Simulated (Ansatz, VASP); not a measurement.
**One calculation of K, two programs**

```
K
1.0
    -2.63737    2.63737    2.63737
     2.63737   -2.63737    2.63737
     2.63737    2.63737   -2.63737
K
1
Direct
  0.00000 0.00000 0.00000
```

Alike in both runs: functional PBE; k mesh 12 × 12 × 12; occupations gaussian, width 0.1 eV; no spin polarisation.

Ansatz relaxed the structure, and its values are those at the end. VASP's run is a single point on that final structure, the one shown.

|  | VASP | Ansatz |
| --- | --- | --- |
| version | VASP 6.6.1 | Ansatz 0.2.0 |
| potentials or method | VASP PAW PBE potentials, release 64 (K_sv), cutoff 520 eV | scalar-relativistic, plane waves, PAW |
| valence electrons in the cell | 9 | 9 |

```tsv
	VASP	Ansatz	Ansatz less VASP
gap on the k mesh at the Fermi level (eV)	none	none	-
pressure (GPa)	0.0	0.0	0.00
```

A gap of «none» marks a metal or a gap that the smearing closes.
